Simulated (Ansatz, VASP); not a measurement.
TaSi2: VASP beside Ansatz

```xyz
9
Lattice="5.0095 -0.0758 0.5925 -0.0497 5.8580 0.0522 0.5556 0.0864 5.0144" Properties=species:S:1:pos:R:3 pbc="T T T"
Ta    4.5840    1.8062    3.1767
Ta   -0.0896    0.0746    0.0498
Ta    2.1125    0.0776    2.2701
Si    3.1798    1.9486    0.7557
Si    1.8129    3.3507    2.0874
Si    2.3981    5.4576   -0.2120
Si    4.5989    4.8034    3.1670
Si    5.6491    3.3573    5.9525
Si    1.9838    2.0324    4.0052
```

Alike in both runs: functional PBE; k mesh 3 × 3 × 3; occupations gaussian, width 0.1 eV; no spin polarisation.

Ansatz relaxed the structure, and its values are those at the end. VASP's run is a single point on that final structure, the one shown.

|  | VASP | Ansatz |
| --- | --- | --- |
| version | VASP 6.6.1 | Ansatz 0.2.0 |
| potentials or method | VASP PAW PBE potentials, release 64 (Ta_pv, Si), cutoff 520 eV | scalar-relativistic, plane waves, PAW |
| valence electrons in the cell | 57 | 63 |

VASP gave:

* gap on the k mesh at the Fermi level (eV): none
* rms of the force components (eV/Å): 0.010

Task: What did Ansatz give for the same quantities?

Result: gap on the k mesh at the Fermi level (eV): none; rms of the force components (eV/Å): 0.008.

A gap of «none» marks a metal or a gap that the smearing closes. VASP's potentials hold 57 valence electrons a cell and Ansatz's 63, so a difference there can come from the potentials and not from the codes.

The k mesh is coarse, so the values compare programs but aren't converged. Neither program's run includes spin-orbit coupling.
